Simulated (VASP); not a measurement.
**CaSe: single point with r2SCAN**

Crystal: CaSe.

```xyz
4
Lattice="4.1726 0.0000 0.0000 -2.0863 3.6136 0.0000 0.0000 0.0000 7.2334" Properties=species:S:1:pos:R:3 pbc="T T T"
Ca    0.0000    0.0000    0.0000
Ca    0.0000    0.0000    3.6167
Se    0.0000    2.4090    1.8084
Se    2.0863    1.2045    5.4251
```

This cell differs from its parent crystal: volume changed by +3%.

```json
{
  "Program": "VASP 6.6.1",
  "Task": "single point",
  "Functional": "r2SCAN",
  "Potentials or basis": "VASP PAW PBE potentials, release 64 (Ca_sv, Se)",
  "Cutoff": "520 eV",
  "k mesh": "6 × 6 × 4",
  "Occupations": "gaussian, width 0.01 eV",
  "Spin": "no spin polarisation",
  "Dipole correction": "no",
  "Further INCAR settings": "ALGO = Normal; EDIFF = 1e-06; NBANDS = 24"
}
```

```yaml
Pressure: -1.2 GPa
Band_gap_on_the_k_mesh: 2.73 eV, indirect (least direct gap 2.96 eV)
```

Levels at points of the mesh, in eV from the valence-band top:
```
           k point  band 14  band 15  band 16  band 17  band 18  band 19
(0.00, 0.00, 0.00)    -0.36     0.00     0.00     2.96     3.76     4.31
(0.50, 0.00, 0.00)    -1.67    -1.16    -0.85     2.73     4.21     5.59
(0.00, 0.00, 0.50)    -0.57    -0.57    -0.57     4.12     4.12     4.82
(0.50, 0.00, 0.50)    -1.36    -1.00    -1.00     3.54     3.54     5.18
```

It took 2.8 min on 1 thread of Intel Xeon 6975P-C, with other jobs on the host, peak memory 0.26 GiB.

Caveat: the PAW data sets were made with another functional, which shifts forces and pressure a little. A k mesh can miss the band edges.
